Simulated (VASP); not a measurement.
Set up this calculation in VASP 6.6.1, as the native input.

- Task: single point
- Functional: PBE
- Potentials or basis: VASP PAW PBE potentials, release 64 (B, P)
- Cutoff: 520 eV
- k mesh: 10 × 10 × 10
- Occupations: gaussian, width 0.05 eV
- Spin: no spin polarisation
- Dipole correction: no
- Further INCAR settings: ALGO = Normal; EDIFF = 1e-06; NBANDS = 11

The structure of BP lies in POSCAR:

```
BP
1.0
    0.0000000000      2.3597600000      2.1782400000
    2.3597600000      0.0000000000      2.1782400000
    2.3597600000      2.3597600000      0.0000000000
B P
1 1
Direct
    0.0000000000      0.0000000000      0.0000000000
    0.7500000000      0.7500000000      0.7500000000
```

This cell differs from its parent crystal: strain +0.040 along x and y, -0.040 along z.

The input as run:

INCAR

```
PREC = Accurate
ENCUT = 520
EDIFF = 1E-6
ISMEAR = 0
SIGMA = 0.05
LREAL = False
LASPH = True
NELM = 100
ALGO = Normal
ISIF = 2
LWAVE = False
LCHARG = True
GGA = PE
LELF = True
LVHAR = True
NBANDS = 11
```

KPOINTS

```
Automatic mesh
0
Gamma
  10 10 10
```

Potentials or basis: VASP PAW PBE potentials, release 64 (B, P).

Launch:

```sh
$ cat potpaw_PBE.64/B/POTCAR potpaw_PBE.64/P/POTCAR > POTCAR
$ mpirun -np 1 vasp_std > vasp.out
```

Results of the run:

The pressure is -5.0 GPa. The band gap on the k mesh is 0.14 eV, indirect (least direct gap 2.60 eV).

Caveat: the cell differs from its parent crystal (strain +0.040 along x and y, -0.040 along z).

It took 12 s on 1 thread of Intel(R) Xeon(R) Platinum 8488C (Sapphire Rapids) (shared host), peak memory 0.15 GiB.
